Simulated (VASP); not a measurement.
# SnO (P2_1) in VASP: further runs, part 2 of 2

VASP 6.6.1. The steps go on from the part before.

## 3. Single point, PBEsol (the part above a cut slid along it)

Contents of INCAR:

```
SYSTEM = SnO
ALGO = Normal ; EDIFF = 1E-7
ENCUT = 520 ; GGA = PS
ISIF = 2 ; ISMEAR = 0
LASPH = .True. ; LCHARG = .False.
LREAL = .False. ; LWAVE = .False.
NBANDS = 50 ; NELM = 80
PREC = Accurate ; SIGMA = 0.05
```

Contents of KPOINTS:

```
k-points
0
Gamma
  6 8 3
  0 0 0
```

Contents of POSCAR:

```
SnO
1.0
    0.0000000000      0.0000000000     -4.2219700000
   -3.3550050000      0.0000000000      0.0000000000
   -1.0065015000     11.3482080000      0.0000000000
Sn O
4 4
Direct
    0.4868560000     -0.2597863500      0.8659545000
    0.4868560000     -0.1097863500      0.3659545000
    0.9868560000      0.4597863500      0.1340455000
    0.9868560000      0.3097863500      0.6340455000
    0.2631430000     -0.0586875000      0.1956250000
    0.2631430000     -0.2086875000      0.6956250000
    0.7631430000      0.2586875000      0.8043750000
    0.7631430000      0.4086875000      0.3043750000
```

Potentials or basis: VASP PAW PBE potentials, release 64 (Sn_d, O).

The run is started by

```
cat potpaw_PBE.64/Sn_d/POTCAR potpaw_PBE.64/O/POTCAR > POTCAR
mpirun -np 1 vasp_std > vasp.out
```

OUTCAR:

```text
SYSTEM = SnO
   EDIFF = 1E-7
   ENCUT = 520
   GGA = PS
   ISIF = 2
   ISMEAR = 0
   LASPH = .True.
   LREAL = .False.
   NELM = 80
   PREC = Accurate

 ion  position               nearest neighbor table
   1  0.487  0.740  0.866-   6 2.15   7 2.16   7 2.16
   2  0.487  0.890  0.366-   5 2.15   8 2.16   8 2.16
   3  0.987  0.460  0.134-   8 2.15   5 2.16   5 2.16
   4  0.987  0.310  0.634-   7 2.15   6 2.16   6 2.16
   5  0.263  0.941  0.196-   2 2.15   3 2.16   3 2.16
   6  0.263  0.791  0.696-   1 2.15   4 2.16   4 2.16
   7  0.763  0.259  0.804-   4 2.15   1 2.16   1 2.16
   8  0.763  0.409  0.304-   3 2.15   2 2.16   2 2.16

  LATTYP: Found a simple monoclinic cell.
 ALAT       =     3.3550050000
 B/A-ratio  =     1.2584094510
 C/A-ratio  =     3.3957490846
 COS(beta)  =    -0.0883457501

  Lattice vectors:

 A1 = (  -3.3550050000,   0.0000000000,   0.0000000000)
 A2 = (   0.0000000000,   0.0000000000,  -4.2219700000)
 A3 = (   1.0065015000, -11.3482080000,   0.0000000000)

Analysis of symmetry for initial positions (statically):
=====================================================================
 Subroutine PRICEL returns:
 Original cell was already a primitive cell.

 Routine SETGRP: Setting up the symmetry group for a
 simple monoclinic supercell.

 Subroutine GETGRP returns: Found  2 space group operations
 (whereof  1 operations were pure point group operations)
 out of a pool of  4 trial point group operations.

The static configuration has the point symmetry C_1 .
 The point group associated with its full space group is C_2 .

Analysis of symmetry for dynamics (positions and initial velocities):
=====================================================================
 Subroutine PRICEL returns:
 Original cell was already a primitive cell.

[... 142 lines left out ...]
  Fermi-wavevector in a.u.,A,eV,Ry     =   1.297357  2.451650 22.900458  1.683136
  Thomas-Fermi vector in A             =   2.428755
   LORBIT       =      0    0 simple, 1 ext, 2 COOP (PROOUT), +10 PAW based schemes
   GGA     = PS    functional components
   LHFCALC =     F    Hartree Fock is set to
   AEXX    =    0.0000 exact exchange contribution
   IVDW    =     0    specifies the selected vdW correction
   LEPSILON=     F    determine dielectric tensor
   LRPA    =     F    only Hartree local field effects (RPA)
 non-spin polarized calculation
 Gauss-broadening in eV      SIGMA  =   0.05
  energy-cutoff  :      520.00
  volume of cell :      160.74
 maximum number of plane-waves:      4360
 NGX is ok and might be reduce to    32
   NGX = 15   NGY = 13   NGZ = 43

 number of electron      80.0000003 magnetization

 Free energy of the ion-electron system (eV)
  ---------------------------------------------------
  ext. energy  EPLUGINS =         0.00000000
  ---------------------------------------------------
  free energy    TOTEN  =       -47.57546714 eV

  energy without entropy =      -47.57546714  energy(sigma->0) =      -47.57546714

 E-fermi :   4.9977     XC(G=0):  -9.7571

 val. band max:        4.7475620142   @ k =   0.0000   0.1250  -0.0000
 cond. band min:       6.0918433894   @ k =   0.0000   0.3750   0.0000
 fundamental gap:      1.3442813752
 Fermi energy:         4.9977102205

 k-point     1 :       0.0000    0.0000    0.0000
  band No.  band energies     occupation
      1     -16.4133      2.00000
      2     -16.4067      2.00000
      3     -16.0890      2.00000
      4     -16.0885      2.00000
      5     -16.0023      2.00000
      6     -15.9939      2.00000
[... 1261 lines left out ...]
     49      12.5427      0.00000
     50      12.5610      0.00000

 [... further k-points ...]

------------------------ aborting loop because EDIFF is reached ----------------------------------------

  FORCE on cell =-STRESS in cart. coord.  units (eV):
  Direction    XX          YY          ZZ          XY          YZ          ZX
  --------------------------------------------------------------------------------------
  -------------------------------------------------------------------------------------
  Total       -3.4423263     -2.5016779     -2.3038122      0.0616640      0.0000000      0.0000000
  in kB      -34.3104973    -24.9348278    -22.9626522      0.6146197      0.0000000      0.0000000
  external PRESSURE =     -27.4026591 kB  Pullay stress =       0.0000000 kB

 VOLUME and BASIS-vectors are now :
 -----------------------------------------------------------------------------
  energy-cutoff  :      520.00
  volume of cell :      160.74
      direct lattice vectors                 reciprocal lattice vectors
     0.000000000  0.000000000 -4.221970000     0.000000000  0.000000000 -0.236856254
    -3.355005000  0.000000000  0.000000000    -0.298062149 -0.026435892  0.000000000
    -1.006501500 11.348208000  0.000000000     0.000000000  0.088119640  0.000000000

 POSITION                                       TOTAL-FORCE (eV/Angst)
 -----------------------------------------------------------------------------------
     -3.35501      9.82703     -2.05549        -0.045206     -0.367288     -0.095707
     -3.35500      4.15293     -2.05549         0.007234     -0.321985     -0.112699
     -1.67750      1.52118     -4.16648         0.045206      0.367288     -0.095707
     -1.67750      7.19528     -4.16648        -0.007234      0.321985     -0.112699
     -3.35501      2.21999     -1.11098        -0.001725      0.040048      0.091003
     -3.35500      7.89410     -1.11098         0.020905      0.088352      0.117404
     -1.67750      9.12821     -3.22197         0.001725     -0.040048      0.091003
     -1.67750      3.45411     -3.22197        -0.020905     -0.088352      0.117404
 -----------------------------------------------------------------------------------
    total drift:                                0.000036      0.000004      0.001167

  FREE ENERGIE OF THE ION-ELECTRON SYSTEM (eV)
  ---------------------------------------------------
  free  energy   TOTEN  =       -47.5754671382 eV

  energy  without entropy=      -47.5754671382  energy(sigma->0) =      -47.57546714
```

OSZICAR:

```text
N       E                     dE             d eps       ncg     rms          rms(c)
DAV:   1     0.104864307510E+04    0.10486E+04   -0.38015E+04  5678   0.236E+03
DAV:   2     0.160632586410E+03   -0.88801E+03   -0.85026E+03  5328   0.680E+02
DAV:   3    -0.370444558826E+02   -0.19768E+03   -0.18849E+03  6060   0.246E+02
DAV:   4    -0.539623169518E+02   -0.16918E+02   -0.16654E+02  6066   0.758E+01
DAV:   5    -0.545845572620E+02   -0.62224E+00   -0.62066E+00  6048   0.150E+01    0.155E+01
DAV:   6    -0.476872723522E+02    0.68973E+01   -0.29444E+01  8276   0.508E+01    0.703E+00
DAV:   7    -0.476704388053E+02    0.16834E-01   -0.45021E+00  5676   0.962E+00    0.389E+00
DAV:   8    -0.476150433167E+02    0.55395E-01   -0.10262E+00  7630   0.524E+00    0.133E+00
DAV:   9    -0.475728791111E+02    0.42164E-01   -0.15548E-01  7958   0.363E+00    0.348E-01
DAV:  10    -0.475772691140E+02   -0.43900E-02   -0.26369E-02  6960   0.135E+00    0.316E-01
DAV:  11    -0.475753753558E+02    0.18938E-02   -0.53860E-03  7262   0.644E-01    0.666E-02
DAV:  12    -0.475755085520E+02   -0.13320E-03   -0.20757E-03  6512   0.204E-01    0.661E-02
DAV:  13    -0.475754832095E+02    0.25342E-04   -0.11201E-04  6560   0.871E-02    0.432E-02
DAV:  14    -0.475754701384E+02    0.13071E-04   -0.35369E-05  7238   0.391E-02    0.193E-02
DAV:  15    -0.475754679932E+02    0.21452E-05   -0.57933E-06  5624   0.149E-02    0.695E-03
DAV:  16    -0.475754671900E+02    0.80320E-06   -0.11580E-06  6620   0.891E-03    0.336E-03
DAV:  17    -0.475754671382E+02    0.51743E-07   -0.40005E-07  4918   0.381E-03
   1 F= -.47575467E+02 E0= -.47575467E+02  d E =-.618059E-14
```

Wall time 12 min (1 thread of Oxide Virtual Turin-like, shared host); peak memory 0.42 GiB.

Results:

```
Free energy            : -47.5755 eV
Pressure               : -2.7 GPa
Largest force          : 0.382 eV/Å
Band gap on the k mesh : 1.34 eV (least direct gap 1.45 eV)
```

Forces on the atoms (eV/Å):
```
Sn  -0.045 -0.367 -0.096
Sn   0.007 -0.322 -0.113
Sn   0.045  0.367 -0.096
Sn  -0.007  0.322 -0.113
O   -0.002  0.040  0.091
O    0.021  0.088  0.117
O    0.002 -0.040  0.091
O   -0.021 -0.088  0.117
```

Stress tensor (GPa, compression positive):
```
-3.43  0.06  0.00
 0.06 -2.49  0.00
 0.00  0.00 -2.30
```

Levels at points of the mesh, in eV from the valence-band top:
```tsv
k point	band 37	band 38	band 39	band 40	band 41	band 42	band 43	band 44
(0.00, 0.00, 0.00)	-2.09	-1.63	-1.45	-0.01	2.57	3.05	3.24	3.79
(0.50, 0.00, 0.00)	-1.72	-1.72	-1.56	-1.56	1.82	1.82	2.58	2.58
(0.00, 0.50, 0.00)	-1.88	-1.16	-1.10	-0.11	1.35	2.00	2.29	2.67
(0.50, 0.50, 0.00)	-1.10	-1.10	-0.59	-0.59	2.06	2.06	2.58	2.58
```

Caveat: the cell differs from its parent crystal (the part above a cut slid along it); the PAW data sets were made with another functional, which shifts forces and pressure a little; spin-orbit coupling is left out, which moves the levels of the heavy elements. A k mesh can miss the band edges.
